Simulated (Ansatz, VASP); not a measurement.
## One calculation of AlN, two programs

```xyz
2
Lattice="0.0000 2.1840 2.1840 2.1840 0.0000 2.1840 2.1840 2.1840 0.0000" Properties=species:S:1:pos:R:3 pbc="T T T"
Al    0.0000    0.0000    0.0000
N     3.2760    3.2760    3.2760
```

Alike in both runs: task single point; functional revPBE; k mesh 8 × 8 × 8; no spin polarisation.

|  | VASP | Ansatz |
| --- | --- | --- |
| version | VASP 6.6.1 | Ansatz 0.2.0 |
| potentials or method | VASP PAW PBE potentials, release 64 (Al, N) | plane waves, PAW |
| plane-wave cutoff (eV) | 520 | 420 |
| occupations | gaussian, width 0.01 eV | fixed |
| valence electrons in the cell | 8 | 8 |

```csv
,VASP,Ansatz,Ansatz less VASP
pressure (GPa),7.1,7.7,+0.60
```

VASP's potentials were made for PBE, not for revPBE.
